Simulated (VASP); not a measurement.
# Ga2C (P6/mmm) in VASP: further runs, part 2 of 2

VASP 6.6.1. The steps go on from the part before.

## Step 3: Relaxation of cell and atoms, PBE

This run uses another cell than the first one, of 15.39 Å³/atom, 1.024 times its volume.

INCAR reads:

```
SYSTEM = Ga2C
PREC = Accurate
ENCUT = 600
EDIFF = 1E-7
ISMEAR = 0
SIGMA = 0.1
LREAL = .False.
LASPH = .True.
NELM = 60
ALGO = Normal
ISIF = 3
LWAVE = .False.
LCHARG = .False.
GGA = PE
IBRION = 2
NSW = 100
EDIFFG = -0.01
```

KPOINTS reads:

```
Automatic mesh
0
Gamma
  12 12 16
  0 0 0
```

POSCAR reads:

```
Ga2C
1.0
    4.3302212572      0.0000000000      0.0000000000
   -2.1651106286      3.7500816128      0.0000000000
    0.0000000000      0.0000000000      2.8433067247
Ga C
2 1
Direct
    0.3333333333      0.6666666667      0.5000000000
    0.6666666667      0.3333333333      0.5000000000
    0.0000000000      0.0000000000      0.0000000000
```

Potentials or basis: VASP PAW PBE potentials, release 64 (Ga_d, C).

Launch:

```bash
$ cat potpaw_PBE.64/Ga_d/POTCAR potpaw_PBE.64/C/POTCAR > POTCAR
$ mpirun -np 1 vasp_std > vasp.out
```

OUTCAR:

```text
SYSTEM = Ga2C
   PREC = Accurate
   ENCUT = 600
   EDIFF = 1E-7
   ISMEAR = 0
   LREAL = .False.
   LASPH = .True.
   NELM = 60
   ISIF = 3
   GGA = PE
   IBRION = 2
   NSW = 100
   EDIFFG = -0.01

 ion  position               nearest neighbor table
   1  0.333  0.667  0.500-   2 2.50   2 2.50   2 2.50
   2  0.667  0.333  0.500-   1 2.50   1 2.50   1 2.50
   3  0.000  0.000  0.000-

  LATTYP: Found a hexagonal cell.
 ALAT       =     4.3302212572
 C/A-ratio  =     0.6566192709

  Lattice vectors:

 A1 = (   4.3302212572,   0.0000000000,   0.0000000000)
 A2 = (  -2.1651106286,   3.7500816128,   0.0000000000)
 A3 = (   0.0000000000,   0.0000000000,   2.8433067247)

Analysis of symmetry for initial positions (statically):
=====================================================================
 Subroutine PRICEL returns:
 Original cell was already a primitive cell.

 Routine SETGRP: Setting up the symmetry group for a
 hexagonal supercell.

 Subroutine GETGRP returns: Found 24 space group operations
 (whereof 24 operations were pure point group operations)
 out of a pool of 24 trial point group operations.

The static configuration has the point symmetry D_6h.

Analysis of symmetry for dynamics (positions and initial velocities):
=====================================================================
 Subroutine PRICEL returns:
 Original cell was already a primitive cell.

 Routine SETGRP: Setting up the symmetry group for a
 hexagonal supercell.

 Subroutine GETGRP returns: Found 24 space group operations
 (whereof 24 operations were pure point group operations)
 out of a pool of 24 trial point group operations.

The dynamic configuration has the point symmetry D_6h.

 Subroutine INISYM returns: Found 24 space group operations
 (whereof 24 operations are pure point group operations),
 and found     1 'primitive' translations

----------------------------------------------------------------------------------------

                                     Primitive cell

  volume of cell :      46.1716

  direct lattice vectors                    reciprocal lattice vectors
     4.330221257  0.000000000  0.000000000     0.230935082  0.133330432  0.000000000
    -2.165110629  3.750081613  0.000000000     0.000000000  0.266660863  0.000000000
     0.000000000  0.000000000  2.843306725     0.000000000  0.000000000  0.351703174

  length of vectors
     4.330221257  4.330221257  2.843306725     0.266660863  0.266660863  0.351703174

  position of ions in fractional coordinates (direct lattice)
     0.333333333  0.666666667  0.500000000
     0.666666667  0.333333333  0.500000000
     0.000000000  0.000000000  0.000000000

  ion indices of the primitive-cell ions
   primitive index   ion index
                 1           1
                 2           2
                 3           3

----------------------------------------------------------------------------------------

 KPOINTS: Automatic mesh

Automatic generation of k-mesh.
 Grid dimensions read from file:
 generate k-points for:   12   12   16

 Generating k-lattice:

  Cartesian coordinates                     Fractional coordinates (reciprocal lattice)
     0.019244590  0.011110869  0.000000000     0.083333333 -0.000000000  0.000000000
     0.000000000  0.022221739  0.000000000     0.000000000  0.083333333  0.000000000
     0.000000000  0.000000000  0.021981448     0.000000000  0.000000000  0.062500000

  Length of vectors
     0.022221739  0.022221739  0.021981448

  Shift w.r.t. Gamma in fractional coordinates (k-lattice)
     0.000000000  0.000000000  0.000000000

 Subroutine IBZKPT returns following result:
 ===========================================

 Found    171 irreducible k-points:

 Following reciprocal coordinates:
            Coordinates               Weight
  0.000000  0.000000  0.000000      1.000000
  0.083333 -0.000000  0.000000      6.000000
  0.166667  0.000000  0.000000      6.000000
  0.250000  0.000000  0.000000      6.000000
  0.333333  0.000000  0.000000      6.000000
  0.416667  0.000000  0.000000      6.000000
[... 16 lines left out ...]
  0.250000  0.000000  0.062500     12.000000
  0.333333  0.000000  0.062500     12.000000
 [... further k-points ...]
   k-points           NKPTS =    171   k-points in BZ     NKDIM =    171   number of bands    NBANDS=     19
   number of dos      NEDOS =    301   number of ions     NIONS =      3
   total plane-waves  NPLWV =  31104
   dimension x,y,z NGX =    36 NGY =   36 NGZ =   24
   dimension x,y,z NGXF=    72 NGYF=   72 NGZF=   48
   ions per type =               2   1
   NGX,Y,Z   is equivalent  to a cutoff of  13.82, 13.82, 14.03 a.u.
   NGXF,Y,Z  is equivalent  to a cutoff of  27.64, 27.64, 28.07 a.u.
 SYSTEM =  Ga2C
   PREC   = accura    normal or accurate (medium, high low for compatibility)
   ISTART =      0    job   : 0-new  1-cont  2-samecut
   ICHARG =      2    charge: 1-file 2-atom 10-const
   ISPIN  =      1    spin polarized calculation?
   LNONCOLLINEAR =      F non collinear calculations
   LSORBIT =      F    spin-orbit coupling
   LASPH  =      T    aspherical Exc in radial PAW
   ENCUT  =  600.0 eV  44.10 Ry    6.64 a.u.   8.65  8.65  5.68*2*pi/ulx,y,z
   NELM   =     60;   NELMIN=  2; NELMDL= -5     # of ELM steps
   EDIFF  = 0.1E-06   stopping-criterion for ELM
   LREAL  =      F    real-space projection
   EDIFFG = -.1E-01   stopping-criterion for IOM
   NSW    =    100    number of steps for IOM
   IBRION =      2    ionic relax: 0-MD 1-quasi-New 2-CG
   NFREE  =      1    steps in history (QN), initial steepest desc. (CG)
   ISIF   =      3    stress and relaxation
   ISYM   =      2    0-nonsym 1-usesym 2-fastsym
   POTIM  = 0.5000    time-step for ionic-motion
   TEBEG  =    0.0;   TEEND  =   0.0 temperature during run
   PSTRESS=    0.0 pullay stress
   NELECT =      30.0000    total number of electrons
   NUPDOWN=      -1.0000    fix difference up-down
   EMIN   =  10.00;   EMAX   =-10.00  energy-range for DOS
   EFERMI =   0.00;   METHOD = LEGACY
   ISMEAR =     0;   SIGMA  =   0.10  broadening in eV -4-tet -1-fermi 0-gaus
   EFERMI_NEDOS =   21; number of points for ismear=-14 and -15
   IALGO  =     38    algorithm
   IMIX   =      4    mixing-type and parameters
     AMIX     =   0.40;   BMIX     =  1.00
     AMIX_MAG =   1.60;   BMIX_MAG =  1.00
  volume/ion in A,a.u.               =      15.39       103.86
  Fermi-wavevector in a.u.,A,eV,Ry     =   1.417937  2.679513 27.355148  2.010547
  Thomas-Fermi vector in A             =   2.539115
   LORBIT       =      0    0 simple, 1 ext, 2 COOP (PROOUT), +10 PAW based schemes
   GGA     = PE    functional components
   LHFCALC =     F    Hartree Fock is set to
   AEXX    =    0.0000 exact exchange contribution
   IVDW    =     0    specifies the selected vdW correction
   LEPSILON=     F    determine dielectric tensor
   LRPA    =     F    only Hartree local field effects (RPA)
 conjugate gradient relaxation of ions
 non-spin polarized calculation
 Gauss-broadening in eV      SIGMA  =   0.10
  energy-cutoff  :      600.00
  volume of cell :       46.17
 maximum number of plane-waves:      1577
 NGX is ok and might be reduce to    36
   NGX = 17   NGY = 17   NGZ = 11

--------------------------------------- Ionic step        1  -------------------------------------------

 number of electron      29.9999999 magnetization

 Free energy of the ion-electron system (eV)
  ---------------------------------------------------
  ext. energy  EPLUGINS =         0.00000000
  ---------------------------------------------------
  free energy    TOTEN  =        -9.87261302 eV

  energy without entropy =       -9.86268180  energy(sigma->0) =       -9.86764741

------------------------ aborting loop because EDIFF is reached ----------------------------------------

  FORCE on cell =-STRESS in cart. coord.  units (eV):
  Direction    XX          YY          ZZ          XY          YZ          ZX
  --------------------------------------------------------------------------------------
  -------------------------------------------------------------------------------------
  Total        0.1238237      0.1238237     -0.8904782      0.0000000      0.0000000      0.0000000
  in kB        4.2967483      4.2967483    -30.9000613      0.0000000      0.0000000      0.0000000
  external PRESSURE =      -7.4355216 kB  Pullay stress =       0.0000000 kB
[... 246 lines left out ...]
--------------------------------------- Ionic step        8  -------------------------------------------

 number of electron      29.9999999 magnetization

 Free energy of the ion-electron system (eV)
  ---------------------------------------------------
  ext. energy  EPLUGINS =         0.00000000
  ---------------------------------------------------
  free energy    TOTEN  =        -9.90829219 eV

  energy without entropy =       -9.90237277  energy(sigma->0) =       -9.90533248

 E-fermi :   5.4447     XC(G=0): -11.2993

 val. band max:        5.4424038731   @ k =   0.1667   0.1667   0.4375
 cond. band min:       5.4508457111   @ k =   0.3333   0.0000   0.5000
 fundamental gap:      0.0084418379
 Fermi energy:         5.4446658721

 k-point     1 :       0.0000    0.0000    0.0000
  band No.  band energies     occupation
      1      -9.8357      2.00000
      2      -9.6007      2.00000
      3      -9.5673      2.00000
      4      -9.5673      2.00000
      5      -9.4185      2.00000
      6      -9.4185      2.00000
[... 505 lines left out ...]
      6      -9.4011      2.00000
[... 11 lines left out ...]
     18       9.8362      0.00000
     19      12.7908      0.00000

 [... further k-points ...]
[... 5 lines left out ...]
  --------------------------------------------------------------------------------------
  -------------------------------------------------------------------------------------
  Total       -0.0005160     -0.0005160     -0.0251722      0.0000000     -0.0000000      0.0000000
  in kB       -0.0182988     -0.0182988     -0.8925941      0.0000000     -0.0000000      0.0000000
  external PRESSURE =      -0.3097306 kB  Pullay stress =       0.0000000 kB
[... 18 lines left out ...]
  FREE ENERGIE OF THE ION-ELECTRON SYSTEM (eV)
  ---------------------------------------------------
  free  energy   TOTEN  =        -9.9082921943 eV

  energy  without entropy=       -9.9023727678  energy(sigma->0) =       -9.90533248

 reached required accuracy - stopping structural energy minimisation
```

It took 6 min on 1 thread of Intel Xeon 6975P-C (Granite Rapids), shared host; peak memory 0.32 GiB.

Results:

```
Free energy                            : -9.9083 eV
Relaxed volume                         : 15.06 Å³/atom
Relaxed cell                           : a = 4.399 Å, b = 4.399 Å, c = 2.696 Å, α = 90.00°, β = 90.00°, γ = 120.00°
Space group after relaxing (to 0.05 Å) : P6/mmm (No. 191)
Energy gained by relaxing              : 11.9 meV/atom
Ionic steps                            : 8
Pressure after relaxing                : 0.0 GPa
Band gap on the k mesh                 : zero (band 15 reaches 7.08 eV, above the bottom of band 16 at 2.47 eV)
```

The path:
```csv
step,energy change (eV),largest force (eV/Å),pressure (GPa),volume (Å³)
1,0.0000,0.0000,-0.74,46.17
2,-0.0125,0.0000,-0.21,45.69
3,-0.0310,0.0000,1.58,44.22
4,-0.0312,0.0000,1.21,44.49
5,-0.0314,0.0000,1.39,44.38
6,-0.0322,0.0000,-0.06,45.13
7,-0.0348,0.0000,0.59,44.78
8,-0.0357,0.0000,-0.03,45.18
```

Final structure:
```cif
data_structure
_symmetry_space_group_name_H-M 'P 1'
_symmetry_Int_Tables_number 1
_cell_length_a 4.3987
_cell_length_b 4.3987
_cell_length_c 2.6965
_cell_angle_alpha 90.000
_cell_angle_beta 90.000
_cell_angle_gamma 120.000
_cell_volume 45.18
loop_
_atom_site_label
_atom_site_type_symbol
_atom_site_fract_x
_atom_site_fract_y
_atom_site_fract_z
_atom_site_occupancy
Ga1 Ga 0.33333 0.66667 0.50000 1
Ga2 Ga 0.66667 0.33333 0.50000 1
C1 C 0.00000 0.00000 0.00000 1
```

Levels at points of the mesh, in eV from the Fermi level:
```
           k point  band 13  band 14  band 15  band 16  band 17  band 18
(0.00, 0.00, 0.00)    -2.23    -2.23    -1.59    -1.01    -1.01     2.53
(0.50, 0.00, 0.00)    -5.42    -4.25     1.63     2.75     3.20     3.87
(0.00, 0.00, 0.50)    -1.58    -0.08    -0.04    -0.04     2.51     2.51
(0.50, 0.00, 0.50)    -4.36    -3.82    -0.35    -0.18    -0.17     0.91
```
